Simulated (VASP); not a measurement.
Set up this calculation in VASP 6.6.1, as the native input.

* Task: single point
* Functional: r2SCAN
* Potentials or basis: VASP PAW PBE potentials, release 64 (Al, O)
* Cutoff: 520 eV
* k mesh: 6 × 6 × 6
* Occupations: gaussian, width 0.02 eV
* Spin: no spin polarisation
* Dipole correction: no
* Further INCAR settings: ALGO = Normal; EDIFF = 1e-07; NBANDS = 35

Al2O3:

```
Al O
1.0
     2.45375    1.41667    4.48081
    -2.45375    1.41667    4.48081
     0.00000   -2.83335    4.48081
Al O
4 6
Direct
  0.35210 0.35210 0.35210
  0.14790 0.14790 0.14790
  0.64790 0.64790 0.64790
  0.85210 0.85210 0.85210
  0.55544 0.94456 0.25000
  0.25000 0.55544 0.94456
  0.94456 0.25000 0.55544
  0.44456 0.05544 0.75000
  0.75000 0.44456 0.05544
  0.05544 0.75000 0.44456
```

This cell differs from its parent crystal: volume scaled by 1.10, then relaxed in part.

One way to write it, as run:

POSCAR

```
Al2O3
1.0
    2.4537492364      1.4166727821      4.4808103321
   -2.4537492364      1.4166727821      4.4808103321
    0.0000000000     -2.8333455643      4.4808103321
Al O
4 6
Direct
    0.3521010279      0.3521010279      0.3521010279
    0.1478989721      0.1478989721      0.1478989721
    0.6478989721      0.6478989721      0.6478989721
    0.8521010279      0.8521010279      0.8521010279
    0.5554386782      0.9445613218      0.2500000000
    0.2500000000      0.5554386782      0.9445613218
    0.9445613218      0.2500000000      0.5554386782
    0.4445613218      0.0554386782      0.7500000000
    0.7500000000      0.4445613218      0.0554386782
    0.0554386782      0.7500000000      0.4445613218
```

INCAR.step1

```
SYSTEM = Al2O3
PREC = Accurate
ENCUT = 520
ISMEAR = 0
SIGMA = 0.02
LREAL = .FALSE.
LASPH = .TRUE.
NELM = 60
NBANDS = 35
GGA = PE
ALGO = Normal
EDIFF = 1E-4
LWAVE = .TRUE.
LCHARG = .FALSE.
```

INCAR.step2

```
SYSTEM = Al2O3
PREC = Accurate
ENCUT = 520
EDIFF = 1E-7
ISMEAR = 0
SIGMA = 0.02
LREAL = .FALSE.
LASPH = .TRUE.
NELM = 60
ALGO = Normal
ISIF = 2
LWAVE = .FALSE.
LCHARG = .FALSE.
METAGGA = R2SCAN
LMIXTAU = .TRUE.
NBANDS = 35
ISTART = 1
```

KPOINTS

```
Automatic mesh
0
G
  6 6 6
  0 0 0
```

Potentials or basis: VASP PAW PBE potentials, release 64 (Al, O).

Run with:

```console
$ cat potpaw_PBE.64/Al/POTCAR potpaw_PBE.64/O/POTCAR > POTCAR
$ cp INCAR.step1 INCAR
$ mpirun -np 1 vasp_std > vasp.out
$ cp INCAR.step2 INCAR
$ mpirun -np 1 vasp_std > vasp.out
```

It gave:

| Property | Result |
| --- | --- |
| Pressure | -20.8 GPa |
| Largest force | 0.019 eV/Å |
| Band gap on the k mesh | 5.97 eV, direct |

Caveat: the PAW data sets were made with another functional, which shifts forces and pressure a little.

It took 4 min on 1 thread of AMD EPYC 9R45 (Zen 5), with other jobs on the host, peak memory 0.25 GiB.
